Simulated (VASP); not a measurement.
BeSe3, 4 atoms in the cell. It takes space group P6/mmm (No. 191, hexagonal). The conventional cell has a = 4.812 Å, b = 4.812 Å, c = 4.236 Å, α = 90.00°, β = 90.00°, γ = 120.00°. Be (site symmetry 6/mmm) has 8 Se at 2.12 to 2.78 Å within 2.8 Å. Se (site symmetry -6m2) has 9 Se at 2.78 to 3.49 Å and 3 Be at 2.78 Å within 3.7 Å. Within 2.8 Å of Se (site symmetry 6/mmm) lie 2 Be at 2.12 Å. 

| Quantity | Value |
| --- | --- |
| Program | VASP 6.6.1 |
| Task | relaxation of cell and atoms |
| Functional | PBE |
| Potentials or basis | VASP PAW PBE potentials, release 64 (Be, Se) |
| Cutoff | 600 eV |
| k mesh | 12 × 12 × 12 |
| Occupations | gaussian, width 0.1 eV |
| Spin | no spin polarisation |
| Dipole correction | no |
| Further INCAR settings | ALGO = Normal; EDIFF = 1e-06; IBRION = 2; EDIFFG = -0.01; NSW = 100; ISIF = 3 |

Potentials or basis: VASP PAW PBE potentials, release 64 (Be, Se).

Launch:

```bash
$ cat potpaw_PBE.64/Be/POTCAR potpaw_PBE.64/Se/POTCAR > POTCAR
$ mpirun -np 1 vasp_std > vasp.out
```

Hardware: 1 thread of Intel(R) Xeon(R) Platinum 8375C CPU @ 2.90GHz (Ice Lake) (shared host).

Problem. Estimate the wall time of this run.

Solution. It took 6.3 min on 1 thread of Intel(R) Xeon(R) Platinum 8375C CPU @ 2.90GHz (Ice Lake) (shared host), peak memory 0.37 GiB. Counts: scf iterations 34, k points 133, ion steps 5.
